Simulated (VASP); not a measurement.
Sn, 1 atom in the cell. It takes space group Immm (No. 71, orthorhombic). The conventional cell has a = 3.453 Å, b = 3.551 Å, c = 4.677 Å, α = 90.00°, β = 90.00°, γ = 90.00°. Sn (site symmetry mmm) has 14 Sn at 3.41 to 4.68 Å within 4.7 Å. 

| Item | Value |
| --- | --- |
| Program | VASP 6.6.1 |
| Task | relaxation of cell and atoms |
| Functional | PBEsol |
| Potentials or basis | VASP PAW PBE potentials, release 64 (Sn_d) |
| Cutoff | 600 eV |
| k mesh | 13 × 13 × 13 |
| Occupations | fermi-dirac, width 0.1 eV |
| Spin | no spin polarisation |
| Dipole correction | no |
| Further INCAR settings | ALGO = Normal; EDIFF = 1e-06; IBRION = 2; EDIFFG = -0.02; NSW = 80; ISIF = 3 |

Potentials or basis: VASP PAW PBE potentials, release 64 (Sn_d).

The run is started by

```bash
$ cat potpaw_PBE.64/Sn_d/POTCAR > POTCAR
$ mpirun -np 1 vasp_std > vasp.out
```

Hardware: 1 thread of Intel Xeon 8259CL (shared host).

Problem. Estimate the wall time of this run.

Solution. It took 11 min on 1 thread of Intel Xeon 8259CL (shared host), peak memory 0.28 GiB. Counts: scf iterations 41, k points 343, ion steps 6.
